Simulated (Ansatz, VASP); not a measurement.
# Two plane-wave programs on W

```xyz
1
Lattice="-1.5926 1.5926 1.5926 1.5926 -1.5926 1.5926 1.5926 1.5926 -1.5926" Properties=species:S:1:pos:R:3 pbc="T T T"
W     0.0000    0.0000    0.0000
```

Alike in both runs: functional PBE; k mesh 8 × 8 × 8; occupations gaussian, width 0.1 eV; no spin polarisation.

Ansatz relaxed the structure, and its values are those at the end. VASP's run is a single point on that final structure, the one shown.

|  | VASP | Ansatz |
| --- | --- | --- |
| version | VASP 6.6.1 | Ansatz 0.2.0 |
| potentials or method | VASP PAW PBE potentials, release 64 (W_sv), cutoff 500 eV | scalar-relativistic, plane waves, PAW |
| valence electrons in the cell | 14 | 14 |

|  | VASP | Ansatz | Ansatz less VASP |
| --- | --- | --- | --- |
| gap on the k mesh at the Fermi level (eV) | none | none | - |
| pressure (GPa) | 0.4 | -0.1 | -0.48 |

A gap of «none» marks a metal or a gap that the smearing closes.

Neither program's run includes spin-orbit coupling.
